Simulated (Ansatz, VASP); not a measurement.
## Two plane-wave programs on CdS

```
CELL_PARAMETERS angstrom
0.00000 2.93921 2.93921
2.93921 0.00000 2.93921
2.93921 2.93921 0.00000
ATOMIC_POSITIONS crystal
Cd 0.00000 0.00000 0.00000
S 0.25000 0.25000 0.25000
```

Alike in both runs: task single point; functional PBE; k mesh 8 × 8 × 8; occupations fermi-dirac, width 0.02 eV; no spin polarisation.

```csv
,VASP,Ansatz
version,VASP 6.6.1,Ansatz 0.2.0
potentials or method,"VASP PAW PBE potentials, release 64 (Cd, S)","plane waves, PAW"
plane-wave cutoff (eV),520,420
valence electrons in the cell,18,26
```

VASP gave:

- gap on the k mesh at the Fermi level (eV): 1.10
- pressure (GPa): 1.7

Problem. Estimate Ansatz's values.

Solution. gap on the k mesh at the Fermi level (eV): 1.10; pressure (GPa): 1.4.

With one functional, cell and mesh, what is left measures potentials, basis and numerics. VASP's potentials hold 18 valence electrons a cell and Ansatz's 26, so a difference there can come from the potentials and not from the codes.
